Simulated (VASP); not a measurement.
# HgTe (F-43m) in VASP: notebook

The runs below take HgTe through single point, with r2SCAN.

Everything below comes from runs of VASP 6.6.1. Logs are shortened: lines on timing, memory, paths and dates and some standing lists are left out, and cuts for length are marked.

### 1 The cell of the first run

The structure is cubic, space group F-43m (No. 216). The conventional cell has a = 6.572 Å, b = 6.572 Å, c = 6.572 Å, α = 90.00°, β = 90.00°, γ = 90.00°. Within 3.7 Å of Hg (site symmetry -43m) lie 4 Te at 2.85 Å. Within 3.7 Å of Te (site symmetry -43m) lie 4 Hg at 2.85 Å.

### 2 Single point, r2SCAN

Input file POSCAR:

```
HgTe
1.0
    0.0000000000      3.2860752822      3.2860752822
    3.2860752822      0.0000000000      3.2860752822
    3.2860752822      3.2860752822      0.0000000000
Hg Te
1 1
Direct
    0.0000000000      0.0000000000      0.0000000000
    0.2500000000      0.2500000000      0.2500000000
```

Input file INCAR.step1:

```
  PREC = Accurate
  ENCUT = 520
  ISMEAR = 1
  SIGMA = 0.05
  LREAL = False
  LASPH = True
  NELM = 80
  NBANDS = 16
  GGA = PE
  ALGO = Normal
  EDIFF = 1E-4
  LWAVE = True
  LCHARG = False
```

Input file INCAR.step2:

```
  PREC = Accurate
  ENCUT = 520
  EDIFF = 1E-7
  ISMEAR = 1
  SIGMA = 0.05
  LREAL = False
  LASPH = True
  NELM = 80
  ALGO = Normal
  ISIF = 2
  LWAVE = False
  LCHARG = False
  METAGGA = R2SCAN
  LMIXTAU = True
  NBANDS = 16
  ISTART = 1
```

Input file KPOINTS:

```
regular mesh
0
Gamma
  10 10 10
```

Potentials or basis: VASP PAW PBE potentials, release 64 (Hg, Te).

The run is started by

```console
$ cat potpaw_PBE.64/Hg/POTCAR potpaw_PBE.64/Te/POTCAR > POTCAR
$ cp INCAR.step1 INCAR
$ mpirun -np 1 vasp_std > vasp.out
$ cp INCAR.step2 INCAR
$ mpirun -np 1 vasp_std > vasp.out
```

OUTCAR:

```text
PREC = Accurate
   ENCUT = 520
   EDIFF = 1E-7
   ISMEAR = 1
   LREAL = False
   LASPH = True
   NELM = 80
   ISIF = 2
   METAGGA = R2SCAN
   ISTART = 1

 ion  position               nearest neighbor table
   1  0.000  0.000  0.000-   2 2.85   2 2.85   2 2.85   2 2.85
   2  0.250  0.250  0.250-   1 2.85   1 2.85   1 2.85   1 2.85

  LATTYP: Found a face centered cubic cell.
 ALAT       =     6.5721505644

  Lattice vectors:

 A1 = (   0.0000000000,   3.2860752822,   3.2860752822)
 A2 = (   3.2860752822,   0.0000000000,   3.2860752822)
 A3 = (   3.2860752822,   3.2860752822,   0.0000000000)

Analysis of symmetry for initial positions (statically):
=====================================================================
 Subroutine PRICEL returns:
 Original cell was already a primitive cell.

 Routine SETGRP: Setting up the symmetry group for a
 face centered cubic supercell.

 Subroutine GETGRP returns: Found 24 space group operations
 (whereof 24 operations were pure point group operations)
 out of a pool of 48 trial point group operations.

The static configuration has the point symmetry T_d .

Analysis of symmetry for dynamics (positions and initial velocities):
=====================================================================
 Subroutine PRICEL returns:
 Original cell was already a primitive cell.

 Routine SETGRP: Setting up the symmetry group for a
 face centered cubic supercell.

 Subroutine GETGRP returns: Found 24 space group operations
 (whereof 24 operations were pure point group operations)
 out of a pool of 48 trial point group operations.

The dynamic configuration has the point symmetry T_d .

 Subroutine INISYM returns: Found 24 space group operations
 (whereof 24 operations are pure point group operations),
 and found     1 'primitive' translations

----------------------------------------------------------------------------------------

                                     Primitive cell

  volume of cell :      70.9680

  direct lattice vectors                    reciprocal lattice vectors
     0.000000000  3.286075282  3.286075282    -0.152157196  0.152157196  0.152157196
     3.286075282  0.000000000  3.286075282     0.152157196 -0.152157196  0.152157196
     3.286075282  3.286075282  0.000000000     0.152157196  0.152157196 -0.152157196

  length of vectors
     4.647212231  4.647212231  4.647212231     0.263543994  0.263543994  0.263543994

  position of ions in fractional coordinates (direct lattice)
     0.000000000  0.000000000  0.000000000
     0.250000000  0.250000000  0.250000000

  ion indices of the primitive-cell ions
   primitive index   ion index
                 1           1
                 2           2

----------------------------------------------------------------------------------------

 KPOINTS: regular mesh

Automatic generation of k-mesh.
 Grid dimensions read from file:
 generate k-points for:   10   10   10

 Generating k-lattice:

  Cartesian coordinates                     Fractional coordinates (reciprocal lattice)
    -0.015215720  0.015215720  0.015215720     0.100000000  0.000000000  0.000000000
     0.015215720 -0.015215720  0.015215720     0.000000000  0.100000000  0.000000000
     0.015215720  0.015215720 -0.015215720     0.000000000  0.000000000  0.100000000

  Length of vectors
     0.026354399  0.026354399  0.026354399

  Shift w.r.t. Gamma in fractional coordinates (k-lattice)
     0.000000000  0.000000000  0.000000000

 Subroutine IBZKPT returns following result:
 ===========================================

 Found     47 irreducible k-points:

 Following reciprocal coordinates:
            Coordinates               Weight
  0.000000  0.000000  0.000000      1.000000
  0.100000  0.000000  0.000000      8.000000
  0.200000  0.000000  0.000000      8.000000
  0.300000  0.000000  0.000000      8.000000
  0.400000  0.000000  0.000000      8.000000
  0.500000  0.000000  0.000000      4.000000
[... 16 lines left out ...]
  0.300000  0.300000  0.000000      6.000000
  0.400000  0.300000  0.000000     24.000000
 [... further k-points ...]
   k-points           NKPTS =     47   k-points in BZ     NKDIM =     47   number of bands    NBANDS=     16
   number of dos      NEDOS =    301   number of ions     NIONS =      2
   total plane-waves  NPLWV =  46656
   dimension x,y,z NGX =    36 NGY =   36 NGZ =   36
   dimension x,y,z NGXF=    72 NGYF=   72 NGZF=   72
   ions per type =               1   1
   NGX,Y,Z   is equivalent  to a cutoff of  12.88, 12.88, 12.88 a.u.
   NGXF,Y,Z  is equivalent  to a cutoff of  25.76, 25.76, 25.76 a.u.
 SYSTEM =  unknown system
   PREC   = accura    normal or accurate (medium, high low for compatibility)
   ISTART =      1    job   : 0-new  1-cont  2-samecut
   ICHARG =      0    charge: 1-file 2-atom 10-const
   ISPIN  =      1    spin polarized calculation?
   LNONCOLLINEAR =      F non collinear calculations
   LSORBIT =      F    spin-orbit coupling
   LASPH  =      T    aspherical Exc in radial PAW
   ENCUT  =  520.0 eV  38.22 Ry    6.18 a.u.   8.64  8.64  8.64*2*pi/ulx,y,z
   NELM   =     80;   NELMIN=  2; NELMDL=  0     # of ELM steps
   EDIFF  = 0.1E-06   stopping-criterion for ELM
   LREAL  =      F    real-space projection
   EDIFFG = 0.1E-05   stopping-criterion for IOM
   NSW    =      0    number of steps for IOM
   IBRION =     -1    ionic relax: 0-MD 1-quasi-New 2-CG
   NFREE  =      0    steps in history (QN), initial steepest desc. (CG)
   ISIF   =      2    stress and relaxation
   ISYM   =      2    0-nonsym 1-usesym 2-fastsym
   POTIM  = 0.5000    time-step for ionic-motion
   TEBEG  =    0.0;   TEEND  =   0.0 temperature during run
   PSTRESS=    0.0 pullay stress
   NELECT =      18.0000    total number of electrons
   NUPDOWN=      -1.0000    fix difference up-down
   EMIN   =  10.00;   EMAX   =-10.00  energy-range for DOS
   EFERMI =   0.00;   METHOD = LEGACY
   ISMEAR =     1;   SIGMA  =   0.05  broadening in eV -4-tet -1-fermi 0-gaus
   EFERMI_NEDOS =   21; number of points for ismear=-14 and -15
   IALGO  =     38    algorithm
   IMIX   =      4    mixing-type and parameters
     AMIX     =   0.40;   BMIX     =  1.00
     AMIX_MAG =   1.60;   BMIX_MAG =  1.00
  volume/ion in A,a.u.               =      35.48       239.46
  Fermi-wavevector in a.u.,A,eV,Ry     =   1.036282  1.958290 14.611043  1.073881
  Thomas-Fermi vector in A             =   2.170666
   LORBIT       =      0    0 simple, 1 ext, 2 COOP (PROOUT), +10 PAW based schemes
   METAGGA = R2SCAN    functional components
   LHFCALC =     F    Hartree Fock is set to
   AEXX    =    0.0000 exact exchange contribution
   IVDW    =     0    specifies the selected vdW correction
   LEPSILON=     F    determine dielectric tensor
   LRPA    =     F    only Hartree local field effects (RPA)
 non-spin polarized calculation
 Methfessel and Paxton  Order N= 1 SIGMA  =   0.05
  energy-cutoff  :      520.00
  volume of cell :       70.97
 maximum number of plane-waves:      1925
   NGX = 17   NGY = 17   NGZ = 17

 number of electron      18.0000001 magnetization

 Free energy of the ion-electron system (eV)
  ---------------------------------------------------
  ext. energy  EPLUGINS =         0.00000000
  ---------------------------------------------------
  free energy    TOTEN  =       -75.16415526 eV

  energy without entropy =      -75.16412793  energy(sigma->0) =      -75.16414615

 E-fermi :   2.3569     XC(G=0):  -9.0788

 val. band max:        2.3477592751   @ k =   0.0000   0.0000   0.0000
 cond. band min:       2.9952659313   @ k =   0.1000   0.0000   0.0000
 fundamental gap:      0.6475066562
 Fermi energy:         2.3569365980

 k-point     1 :       0.0000    0.0000    0.0000
  band No.  band energies     occupation
      1      -9.6996      2.00000
      2      -5.0075      2.00000
      3      -5.0075      2.00000
      4      -5.0075      2.00000
      5      -4.4962      2.00000
      6      -4.4962      2.00000
[... 8 lines left out ...]
     15      12.3212      0.00000
     16      12.3212      0.00000

 k-point     2 :       0.1000    0.0000    0.0000
  band No.  band energies     occupation
      1      -9.6521      2.00000
      2      -4.9941      2.00000
      3      -4.9941      2.00000
      4      -4.9869      2.00000
      5      -4.4974      2.00000
      6      -4.4974      2.00000
[... 8 lines left out ...]
     15      11.6813      0.00000
     16      11.6813      0.00000

 k-point     3 :       0.2000    0.0000    0.0000
  band No.  band energies     occupation
      1      -9.5240      2.00000
      2      -4.9607      2.00000
      3      -4.9607      2.00000
      4      -4.9089      2.00000
      5      -4.4982      2.00000
      6      -4.4982      2.00000
[... 8 lines left out ...]
     15      11.2823      0.00000
     16      11.2823      0.00000

 k-point     4 :       0.3000    0.0000    0.0000
  band No.  band energies     occupation
      1      -9.3576      2.00000
      2      -4.9232      2.00000
      3      -4.9232      2.00000
      4      -4.7338      2.00000
      5      -4.4932      2.00000
      6      -4.4932      2.00000
[... 8 lines left out ...]
     15      11.4724      0.00000
     16      11.4724      0.00000
[... 324 lines left out ...]
 k-point    22 :      -0.2000    0.2000    0.0000
  band No.  band energies     occupation
      1      -9.2997      2.00000
      2      -4.9054      2.00000
      3      -4.8835      2.00000
      4      -4.7217      2.00000
      5      -4.5154      2.00000
      6      -4.4627      2.00000
[... 8 lines left out ...]
     15      12.2192      0.00000
     16      12.4693      0.00000

 k-point    23 :       0.3000    0.3000    0.0000
  band No.  band energies     occupation
      1      -9.2400      2.00000
      2      -4.8653      2.00000
      3      -4.8119      2.00000
      4      -4.8119      2.00000
      5      -4.4893      2.00000
      6      -4.4582      2.00000
[... 8 lines left out ...]
     15      12.7838      0.00000
     16      13.6833      0.00000

 k-point    24 :       0.4000    0.3000    0.0000
  band No.  band energies     occupation
      1      -9.1265      2.00000
      2      -4.8350      2.00000
      3      -4.7708      2.00000
      4      -4.7312      2.00000
      5      -4.4528      2.00000
      6      -4.3938      2.00000
[... 8 lines left out ...]
     15      13.0661      0.00000
     16      14.1342      0.00000

 [... further k-points ...]

------------------------ aborting loop because EDIFF is reached ----------------------------------------

  FORCE on cell =-STRESS in cart. coord.  units (eV):
  Direction    XX          YY          ZZ          XY          YZ          ZX
  --------------------------------------------------------------------------------------
  -------------------------------------------------------------------------------------
  Total        0.0318100      0.0318100      0.0318100      0.0000000     -0.0000000     -0.0000000
  in kB        0.7181446      0.7181446      0.7181446      0.0000000     -0.0000000     -0.0000000
  external PRESSURE =       0.7181446 kB  Pullay stress =       0.0000000 kB

 VOLUME and BASIS-vectors are now :
 -----------------------------------------------------------------------------
  energy-cutoff  :      520.00
  volume of cell :       70.97
      direct lattice vectors                 reciprocal lattice vectors
     0.000000000  3.286075282  3.286075282    -0.152157196  0.152157196  0.152157196
     3.286075282  0.000000000  3.286075282     0.152157196 -0.152157196  0.152157196
     3.286075282  3.286075282  0.000000000     0.152157196  0.152157196 -0.152157196

 POSITION                                       TOTAL-FORCE (eV/Angst)
 -----------------------------------------------------------------------------------
      0.00000      0.00000      0.00000        -0.000000      0.000000      0.000000
      1.64304      1.64304      1.64304         0.000000     -0.000000     -0.000000
 -----------------------------------------------------------------------------------
    total drift:                                0.000000      0.000000      0.000000

  FREE ENERGIE OF THE ION-ELECTRON SYSTEM (eV)
  ---------------------------------------------------
  free  energy   TOTEN  =       -75.1641552641 eV

  energy  without entropy=      -75.1641279304  energy(sigma->0) =      -75.16414615
```

It took 78 s on 1 thread of Intel Xeon 6975P-C (Granite Rapids), shared host; peak memory 0.24 GiB.

Results:

| Property | Result |
| --- | --- |
| Free energy | -75.1642 eV |
| Pressure | 0.1 GPa |
| Band gap on the k mesh | zero (filled and empty bands touch) |

Caveat: semilocal functionals underestimate gaps, so a narrow gap can read as zero; the PAW data sets were made with another functional, which shifts forces and pressure a little; spin-orbit coupling is left out, which moves the levels of the heavy elements.

### 3 Single point, r2SCAN (36.19 Å³/atom)

This run uses another cell than the first one, of 36.19 Å³/atom.

Input file POSCAR:

```
HgTe
1.0
    0.0000000000      3.3078380044      3.3078380044
    3.3078380044      0.0000000000      3.3078380044
    3.3078380044      3.3078380044      0.0000000000
Hg Te
1 1
Direct
    0.0000000000      0.0000000000      0.0000000000
    0.2500000000      0.2500000000      0.2500000000
```

Input file INCAR.step1:

```
SYSTEM = HgTe
PREC = Accurate
ENCUT = 520
ISMEAR = 0
SIGMA = 0.05
LREAL = .FALSE.
LASPH = .TRUE.
NELM = 80
NBANDS = 16
GGA = PE
ALGO = Normal
EDIFF = 1E-4
LWAVE = .TRUE.
LCHARG = .FALSE.
```

Input file INCAR.step2:

```
SYSTEM = HgTe
PREC = Accurate
ENCUT = 520
EDIFF = 1E-6
ISMEAR = 0
SIGMA = 0.05
LREAL = .FALSE.
LASPH = .TRUE.
NELM = 80
ALGO = Normal
ISIF = 2
LWAVE = .FALSE.
LCHARG = .FALSE.
METAGGA = R2SCAN
LMIXTAU = .TRUE.
NBANDS = 16
ISTART = 1
```

Input file KPOINTS:

```
Automatic mesh
0
G
  10 10 10
  0 0 0
```

Potentials or basis: VASP PAW PBE potentials, release 64 (Hg, Te).

The run is started by

```console
$ cat potpaw_PBE.64/Hg/POTCAR potpaw_PBE.64/Te/POTCAR > POTCAR
$ cp INCAR.step1 INCAR
$ mpirun -np 1 vasp_std > vasp.out
$ cp INCAR.step2 INCAR
$ mpirun -np 1 vasp_std > vasp.out
```

It took 76 s on 1 thread of Intel Xeon 6975P-C (Granite Rapids), shared host; peak memory 0.25 GiB.

The run converged. Its results:

- Free energy: -75.1617 eV
- Pressure: -0.7 GPa
- Band gap on the k mesh: zero (filled and empty bands touch)

Levels at points of the mesh, in eV from the Fermi level:
| k point | band 7 | band 8 | band 9 | band 10 | band 11 | band 12 |
| --- | --- | --- | --- | --- | --- | --- |
| (0.00, 0.00, 0.00) | -0.61 | -0.02 | -0.02 | -0.02 | 4.68 | 4.68 |
| (0.50, 0.00, 0.00) | -5.20 | -0.90 | -0.90 | 0.92 | 5.43 | 5.43 |
| (0.50, 0.50, 0.00) | -5.21 | -2.07 | -2.07 | 2.08 | 2.90 | 8.42 |

Caveat: semilocal functionals underestimate gaps, so a narrow gap can read as zero; the PAW data sets were made with another functional, which shifts forces and pressure a little; spin-orbit coupling is left out, which moves the levels of the heavy elements.

### 4 Single point, r2SCAN (36.47 Å³/atom)

This run uses another cell than the first one, of 36.47 Å³/atom.

Input file POSCAR:

```
HgTe
1.0
    0.0000000000      3.3162233188      3.3162233188
    3.3162233188      0.0000000000      3.3162233188
    3.3162233188      3.3162233188      0.0000000000
Hg Te
1 1
Direct
    0.0000000000      0.0000000000      0.0000000000
    0.2500000000      0.2500000000      0.2500000000
```

Input file INCAR.step1:

```
SYSTEM = HgTe
PREC = Accurate
ENCUT = 520
ISMEAR = 0
SIGMA = 0.05
LREAL = .False.
LASPH = .True.
NELM = 80
NBANDS = 16
GGA = PE
ALGO = Normal
EDIFF = 1E-4
LWAVE = .True.
LCHARG = .False.
```

Input file INCAR.step2:

```
SYSTEM = HgTe
PREC = Accurate
ENCUT = 520
EDIFF = 1E-6
ISMEAR = 0
SIGMA = 0.05
LREAL = .False.
LASPH = .True.
NELM = 80
ALGO = Normal
ISIF = 2
LWAVE = .False.
LCHARG = .False.
METAGGA = R2SCAN
LMIXTAU = .True.
NBANDS = 16
ISTART = 1
```

Input file KPOINTS:

```
regular mesh
0
Gamma
  10 10 10
  0 0 0
```

The run is started by

```console
$ cat potpaw_PBE.64/Hg/POTCAR potpaw_PBE.64/Te/POTCAR > POTCAR
$ cp INCAR.step1 INCAR
$ mpirun -np 1 vasp_std > vasp.out
$ cp INCAR.step2 INCAR
$ mpirun -np 1 vasp_std > vasp.out
```

It took 74 s on 1 thread of Intel Xeon 6975P-C (Granite Rapids), shared host; peak memory 0.25 GiB.

Results (log left out):

- Free energy: -75.1589 eV
- Pressure: -1.0 GPa
- Band gap on the k mesh: zero (filled and empty bands touch)

Levels at points of the mesh, in eV from the Fermi level:
```csv
k point,band 5,band 6,band 7,band 8,band 9,band 10,band 11,band 12,band 13,band 14
"(0.00, 0.00, 0.00)",-6.75,-6.75,-0.63,-0.02,-0.02,-0.02,4.69,4.69,4.69,6.79
"(0.50, 0.00, 0.00)",-6.73,-6.48,-5.15,-0.89,-0.89,0.92,5.44,5.44,7.10,8.17
"(0.50, 0.50, 0.00)",-6.69,-6.35,-5.17,-2.04,-2.04,2.08,2.91,8.39,9.10,9.10
```

Caveat: semilocal functionals underestimate gaps, so a narrow gap can read as zero; the PAW data sets were made with another functional, which shifts forces and pressure a little; spin-orbit coupling is left out, which moves the levels of the heavy elements.

### 5 Summary

| cell | smearing | gap on the mesh (eV) | pressure (GPa) |
| --- | --- | --- | --- |
| a = 4.647 Å, angles 60.0°, 2 atoms | methfessel-paxton 0.05 eV | none | 0.1 |
| a = 4.678 Å, angles 60.0°, 2 atoms | gaussian 0.05 eV | none | -0.7 |
| a = 4.690 Å, angles 60.0°, 2 atoms | gaussian 0.05 eV | none | -1.0 |

Alike in all rows: task single point; level r2SCAN; potentials or basis VASP PAW PBE potentials, release 64 (Hg, Te); no spin polarisation; k mesh 10 × 10 × 10; cutoff (eV) 520.

Caveats: semilocal functionals underestimate gaps, so a narrow gap can read as zero; the PAW data sets were made with another functional, which shifts forces and pressure a little; spin-orbit coupling is left out, which moves the levels of the heavy elements.

Total energies depend on the potentials used, so only differences within one code and one set of settings carry meaning.
